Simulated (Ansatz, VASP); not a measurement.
## Two plane-wave programs on AlRu4

```
Al Ru
1.0
     2.75471    0.00000    0.00000
    -1.37735    2.38565    0.00000
     0.00000    0.00000   10.56506
Al Ru
1 4
Direct
  0.00000 0.00000 0.00000
  0.33333 0.66667 0.20048
  0.66667 0.33333 0.79952
  0.66667 0.33333 0.40113
  0.33333 0.66667 0.59887
```

Alike in both runs: functional PBE; k mesh 7 × 7 × 2; occupations gaussian, width 0.2 eV; no spin polarisation.

Ansatz relaxed the structure, and its values are those at the end. VASP's run is a single point on that final structure, the one shown.

```csv
,VASP,Ansatz
version,VASP 6.6.1,Ansatz 0.2.0
potentials or method,"VASP PAW PBE potentials, release 64 (Al, Ru_pv), cutoff 520 eV","scalar-relativistic, plane waves, PAW"
valence electrons in the cell,59,67
```

VASP gave:

| Item | Value |
| --- | --- |
| gap on the k mesh at the Fermi level (eV) | none |
| pressure (GPa) | -0.1 |

Problem. Estimate Ansatz's values.

Solution. gap on the k mesh at the Fermi level (eV): none; pressure (GPa): 0.0.

A gap of «none» marks a metal or a gap that the smearing closes. VASP's potentials hold 59 valence electrons a cell and Ansatz's 67, so a difference there can come from the potentials and not from the codes.

The k mesh is coarse, so the values compare programs but aren't converged.
